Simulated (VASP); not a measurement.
# ScAs2 (P4_2/mnm) in VASP: single point with PBE

Aim: the single point of ScAs2 with PBE.

All numbers are computed with VASP 6.6.1; they aren't measurements. Logs are shortened: lines on timing, memory, paths and dates and some standing lists are left out, and cuts for length are marked.

### 1 The cell of the first run

The structure is tetragonal, space group P4_2/mnm (No. 136). The conventional cell has a = 5.827 Å, b = 5.827 Å, c = 3.753 Å, α = 90.00°, β = 90.00°, γ = 90.00°. Sc (site symmetry mmm) has 6 As at 2.47 to 2.51 Å within 3.3 Å. As (site symmetry m2m) has 3 Sc at 2.47 to 2.51 Å and 1 As at 3.21 Å within 3.3 Å.

The cell was generated, and may not be a known phase.

### 2 Single point, PBE

The input, INCAR:

```
SYSTEM = ScAs2
ALGO = Normal
EDIFF = 1E-6
ENCUT = 520
GGA = PE
ISIF = 2
ISMEAR = 0
LASPH = .True.
LCHARG = .False.
LREAL = .False.
LWAVE = .False.
NBANDS = 30
NELM = 60
PREC = Accurate
SIGMA = 0.1
```

The input, KPOINTS:

```
k-points
0
Gamma
  4 4 4
  0 0 0
```

The input, POSCAR:

```
ScAs2
1.0
    5.8274830200      0.0000000000      0.0000000000
    0.0000000000      5.8274830200      0.0000000000
    0.0000000000      0.0000000000      3.7529287800
Sc As
2 4
Direct
    0.0000000000      0.0000000000      0.0000000000
    0.5000000000      0.5000000000      0.5000000000
    0.3049600100      0.3049600100      0.0000000000
    0.1950399900      0.8049600100      0.5000000000
    0.6950399900      0.6950399900      0.0000000000
    0.8049600100      0.1950399900      0.5000000000
```

Potentials or basis: VASP PAW PBE potentials, release 64 (Sc_sv, As).

Launch:

```console
cat potpaw_PBE.64/Sc_sv/POTCAR potpaw_PBE.64/As/POTCAR > POTCAR
mpirun -np 1 vasp_std > vasp.out
```

OUTCAR:

```text
SYSTEM = ScAs2
   EDIFF = 1E-6
   ENCUT = 520
   GGA = PE
   ISIF = 2
   ISMEAR = 0
   LASPH = .True.
   LREAL = .False.
   NELM = 60
   PREC = Accurate

 ion  position               nearest neighbor table
   1  0.000  0.000  0.000-   4 2.47   6 2.47   4 2.47   6 2.47   5 2.51   3 2.51
   2  0.500  0.500  0.500-   3 2.47   5 2.47   3 2.47   5 2.47   4 2.51   6 2.51
   3  0.305  0.305  0.000-   2 2.47   2 2.47   1 2.51
   4  0.195  0.805  0.500-   1 2.47   1 2.47   2 2.51
   5  0.695  0.695  0.000-   2 2.47   2 2.47   1 2.51
   6  0.805  0.195  0.500-   1 2.47   1 2.47   2 2.51

  LATTYP: Found a simple tetragonal cell.
 ALAT       =     5.8274830200
 C/A-ratio  =     0.6440050991

  Lattice vectors:

 A1 = (   5.8274830200,   0.0000000000,   0.0000000000)
 A2 = (   0.0000000000,   5.8274830200,   0.0000000000)
 A3 = (   0.0000000000,   0.0000000000,   3.7529287800)

Analysis of symmetry for initial positions (statically):
=====================================================================
 Subroutine PRICEL returns:
 Original cell was already a primitive cell.

 Routine SETGRP: Setting up the symmetry group for a
 simple tetragonal supercell.

 Subroutine GETGRP returns: Found 16 space group operations
 (whereof  8 operations were pure point group operations)
 out of a pool of 16 trial point group operations.

The static configuration has the point symmetry D_2h.
 The point group associated with its full space group is D_4h.

Analysis of symmetry for dynamics (positions and initial velocities):
=====================================================================
 Subroutine PRICEL returns:
 Original cell was already a primitive cell.

 Routine SETGRP: Setting up the symmetry group for a
 simple tetragonal supercell.

 Subroutine GETGRP returns: Found 16 space group operations
 (whereof  8 operations were pure point group operations)
 out of a pool of 16 trial point group operations.

The dynamic configuration has the point symmetry D_2h.
 The point group associated with its full space group is D_4h.

 Subroutine INISYM returns: Found 16 space group operations
 (whereof  8 operations are pure point group operations),
 and found     1 'primitive' translations

----------------------------------------------------------------------------------------

                                     Primitive cell

  volume of cell :     127.4478

  direct lattice vectors                    reciprocal lattice vectors
     5.827483020  0.000000000  0.000000000     0.171600672  0.000000000  0.000000000
     0.000000000  5.827483020  0.000000000     0.000000000  0.171600672  0.000000000
     0.000000000  0.000000000  3.752928780     0.000000000  0.000000000  0.266458560

  length of vectors
     5.827483020  5.827483020  3.752928780     0.171600672  0.171600672  0.266458560

  position of ions in fractional coordinates (direct lattice)
     0.000000000  0.000000000  0.000000000
     0.500000000  0.500000000  0.500000000
     0.304960010  0.304960010  0.000000000
     0.195039990  0.804960010  0.500000000
     0.695039990  0.695039990  0.000000000
     0.804960010  0.195039990  0.500000000

  ion indices of the primitive-cell ions
   primitive index   ion index
                 1           1
                 2           2
                 3           3
                 4           4
                 5           5
                 6           6

----------------------------------------------------------------------------------------

 KPOINTS: k-points

Automatic generation of k-mesh.
 Grid dimensions read from file:
 generate k-points for:    4    4    4

 Generating k-lattice:

  Cartesian coordinates                     Fractional coordinates (reciprocal lattice)
     0.042900168  0.000000000  0.000000000     0.250000000  0.000000000  0.000000000
     0.000000000  0.042900168  0.000000000     0.000000000  0.250000000  0.000000000
     0.000000000  0.000000000  0.066614640     0.000000000  0.000000000  0.250000000

  Length of vectors
     0.042900168  0.042900168  0.066614640

  Shift w.r.t. Gamma in fractional coordinates (k-lattice)
     0.000000000  0.000000000  0.000000000

 Subroutine IBZKPT returns following result:
 ===========================================

 Found     18 irreducible k-points:

 Following reciprocal coordinates:
            Coordinates               Weight
  0.000000  0.000000  0.000000      1.000000
  0.250000  0.000000  0.000000      4.000000
  0.500000  0.000000  0.000000      2.000000
  0.250000  0.250000  0.000000      4.000000
  0.500000  0.250000  0.000000      4.000000
  0.500000  0.500000  0.000000      1.000000
[... 10 lines left out ...]
  0.500000  0.250000  0.500000      4.000000
  0.500000  0.500000  0.500000      1.000000
   k-points           NKPTS =     18   k-points in BZ     NKDIM =     18   number of bands    NBANDS=     30
   number of dos      NEDOS =    301   number of ions     NIONS =      6
   total plane-waves  NPLWV =  64512
   dimension x,y,z NGX =    48 NGY =   48 NGZ =   28
   dimension x,y,z NGXF=    96 NGYF=   96 NGZF=   56
   ions per type =               2   4
   NGX,Y,Z   is equivalent  to a cutoff of  13.69, 13.69, 12.40 a.u.
   NGXF,Y,Z  is equivalent  to a cutoff of  27.39, 27.39, 24.81 a.u.
 SYSTEM =  ScAs2
   PREC   = accura    normal or accurate (medium, high low for compatibility)
   ISTART =      0    job   : 0-new  1-cont  2-samecut
   ICHARG =      2    charge: 1-file 2-atom 10-const
   ISPIN  =      1    spin polarized calculation?
   LNONCOLLINEAR =      F non collinear calculations
   LSORBIT =      F    spin-orbit coupling
   LASPH  =      T    aspherical Exc in radial PAW
   ENCUT  =  520.0 eV  38.22 Ry    6.18 a.u.  10.84 10.84  6.98*2*pi/ulx,y,z
   NELM   =     60;   NELMIN=  2; NELMDL= -5     # of ELM steps
   EDIFF  = 0.1E-05   stopping-criterion for ELM
   LREAL  =      F    real-space projection
   EDIFFG = 0.1E-04   stopping-criterion for IOM
   NSW    =      0    number of steps for IOM
   IBRION =     -1    ionic relax: 0-MD 1-quasi-New 2-CG
   NFREE  =      0    steps in history (QN), initial steepest desc. (CG)
   ISIF   =      2    stress and relaxation
   ISYM   =      2    0-nonsym 1-usesym 2-fastsym
   POTIM  = 0.5000    time-step for ionic-motion
   TEBEG  =    0.0;   TEEND  =   0.0 temperature during run
   PSTRESS=    0.0 pullay stress
   NELECT =      42.0000    total number of electrons
   NUPDOWN=      -1.0000    fix difference up-down
   EMIN   =  10.00;   EMAX   =-10.00  energy-range for DOS
   EFERMI =   0.00;   METHOD = LEGACY
   ISMEAR =     0;   SIGMA  =   0.10  broadening in eV -4-tet -1-fermi 0-gaus
   EFERMI_NEDOS =   21; number of points for ismear=-14 and -15
   IALGO  =     38    algorithm
   IMIX   =      4    mixing-type and parameters
     AMIX     =   0.40;   BMIX     =  1.00
     AMIX_MAG =   1.60;   BMIX_MAG =  1.00
  volume/ion in A,a.u.               =      21.24       143.34
  Fermi-wavevector in a.u.,A,eV,Ry     =   1.130786  2.136876 17.397461  1.278677
  Thomas-Fermi vector in A             =   2.267483
   LORBIT       =      0    0 simple, 1 ext, 2 COOP (PROOUT), +10 PAW based schemes
   GGA     = PE    functional components
   LHFCALC =     F    Hartree Fock is set to
   AEXX    =    0.0000 exact exchange contribution
   IVDW    =     0    specifies the selected vdW correction
   LEPSILON=     F    determine dielectric tensor
   LRPA    =     F    only Hartree local field effects (RPA)
 non-spin polarized calculation
 Gauss-broadening in eV      SIGMA  =   0.10
  energy-cutoff  :      520.00
  volume of cell :      127.45
 maximum number of plane-waves:      3448
 NGX is ok and might be reduce to    48
   NGX = 21   NGY = 21   NGZ = 13

 number of electron      42.0000006 magnetization

 Free energy of the ion-electron system (eV)
  ---------------------------------------------------
  ext. energy  EPLUGINS =         0.00000000
  ---------------------------------------------------
  free energy    TOTEN  =       -30.21555284 eV

  energy without entropy =      -30.18108089  energy(sigma->0) =      -30.19831686

 E-fermi :   3.9658     XC(G=0): -10.0394

 val. band max:        3.9429921226   @ k =   0.2500   0.2500   0.5000
 cond. band min:       3.9802444058   @ k =   0.5000   0.2500   0.2500
 fundamental gap:      0.0372522832
 Fermi energy:         3.9657660298

 k-point     1 :       0.0000    0.0000    0.0000
  band No.  band energies     occupation
      1     -44.0802      2.00000
      2     -44.0784      2.00000
      3     -22.9036      2.00000
      4     -22.8919      2.00000
      5     -22.8817      2.00000
      6     -22.8817      2.00000
[... 22 lines left out ...]
     29       7.0503      0.00000
     30       8.8035      0.00000

 k-point     2 :       0.2500    0.0000    0.0000
  band No.  band energies     occupation
      1     -44.0799      2.00000
      2     -44.0787      2.00000
      3     -22.9019      2.00000
      4     -22.8937      2.00000
      5     -22.8781      2.00000
      6     -22.8779      2.00000
[... 22 lines left out ...]
     29       7.3998      0.00000
     30       8.5279      0.00000

 k-point     3 :       0.5000    0.0000    0.0000
  band No.  band energies     occupation
      1     -44.0793      2.00000
      2     -44.0793      2.00000
      3     -22.8978      2.00000
      4     -22.8978      2.00000
      5     -22.8730      2.00000
      6     -22.8730      2.00000
[... 22 lines left out ...]
     29       7.9207      0.00000
     30       7.9207      0.00000

 k-point     4 :       0.2500    0.2500    0.0000
  band No.  band energies     occupation
      1     -44.0797      2.00000
      2     -44.0789      2.00000
      3     -22.9007      2.00000
      4     -22.8949      2.00000
      5     -22.8831      2.00000
      6     -22.8730      2.00000
[... 22 lines left out ...]
     29       8.0404      0.00000
     30       8.6791      0.00000

 k-point     5 :       0.5000    0.2500    0.0000
  band No.  band energies     occupation
      1     -44.0793      2.00000
      2     -44.0793      2.00000
      3     -22.8978      2.00000
      4     -22.8978      2.00000
      5     -22.8796      2.00000
      6     -22.8796      2.00000
[... 22 lines left out ...]
     29       8.4521      0.00000
     30       8.4521      0.00000
[... 328 lines left out ...]
     29       8.7161      0.00000
     30       8.7161      0.00000

 k-point    16 :       0.2500    0.2500    0.5000
  band No.  band energies     occupation
      1     -44.0730      2.00000
      2     -44.0730      2.00000
      3     -23.0168      2.00000
      4     -23.0162      2.00000
      5     -22.8477      2.00000
      6     -22.8475      2.00000
[... 22 lines left out ...]
     29       7.7938      0.00000
     30       8.7832      0.00000

 k-point    17 :       0.5000    0.2500    0.5000
  band No.  band energies     occupation
      1     -44.0730      2.00000
      2     -44.0730      2.00000
      3     -23.0164      2.00000
      4     -23.0164      2.00000
      5     -22.8477      2.00000
      6     -22.8477      2.00000
[... 22 lines left out ...]
     29       8.2153      0.00000
     30       8.2153      0.00000

 k-point    18 :       0.5000    0.5000    0.5000
  band No.  band energies     occupation
      1     -44.0730      2.00000
      2     -44.0730      2.00000
      3     -23.0159      2.00000
      4     -23.0159      2.00000
      5     -22.8478      2.00000
      6     -22.8478      2.00000
[... 22 lines left out ...]
     29       7.4329      0.00000
     30       7.4329      0.00000

------------------------ aborting loop because EDIFF is reached ----------------------------------------

  FORCE on cell =-STRESS in cart. coord.  units (eV):
  Direction    XX          YY          ZZ          XY          YZ          ZX
  --------------------------------------------------------------------------------------
  -------------------------------------------------------------------------------------
  Total       13.1369004     13.1369004     17.0225154      0.0000000      0.0000000      0.0000000
  in kB      165.1471694    165.1471694    213.9941804      0.0000000      0.0000000      0.0000000
  external PRESSURE =     181.4295064 kB  Pullay stress =       0.0000000 kB

 VOLUME and BASIS-vectors are now :
 -----------------------------------------------------------------------------
  energy-cutoff  :      520.00
  volume of cell :      127.45
      direct lattice vectors                 reciprocal lattice vectors
     5.827483020  0.000000000  0.000000000     0.171600672  0.000000000  0.000000000
     0.000000000  5.827483020  0.000000000     0.000000000  0.171600672  0.000000000
     0.000000000  0.000000000  3.752928780     0.000000000  0.000000000  0.266458560

 POSITION                                       TOTAL-FORCE (eV/Angst)
 -----------------------------------------------------------------------------------
      0.00000      0.00000      0.00000         0.000000      0.000000      0.000000
      2.91374      2.91374      1.87646         0.000000      0.000000      0.000000
      1.77715      1.77715      0.00000        -1.088549     -1.088549      0.000000
      1.13659      4.69089      1.87646         1.088549     -1.088549      0.000000
      4.05033      4.05033      0.00000         1.088549      1.088549      0.000000
      4.69089      1.13659      1.87646        -1.088549      1.088549      0.000000
 -----------------------------------------------------------------------------------
    total drift:                                0.000000     -0.000000     -0.000000

  FREE ENERGIE OF THE ION-ELECTRON SYSTEM (eV)
  ---------------------------------------------------
  free  energy   TOTEN  =       -30.2155528396 eV

  energy  without entropy=      -30.1810808861  energy(sigma->0) =      -30.19831686
```

It took 1.8 min on 1 thread of AMD EPYC 7R43 (Zen 3), shared host; peak memory 0.23 GiB.

What came out:

```yaml
Free_energy: -30.2156 eV
Pressure: 18.1 GPa
Largest_force: 1.539 eV/Å
Band_gap_on_the_k_mesh: zero (bands 21 and 22 overlap by 2.32 eV)
```

Forces on the atoms (eV/Å):
```
Sc   0.000  0.000  0.000
Sc   0.000  0.000  0.000
As  -1.089 -1.089  0.000
As   1.089 -1.089  0.000
As   1.089  1.089  0.000
As  -1.089  1.089  0.000
```

Caveat: the k points lie up to 0.42 Å⁻¹ apart, too coarse for converged energies and pressures of a metal; forces of over 1 eV/Å act on the atoms, so gaps and moduli don't describe the material at rest.

The gap in the log of VASP goes by the Fermi energy; the results here count the filled bands.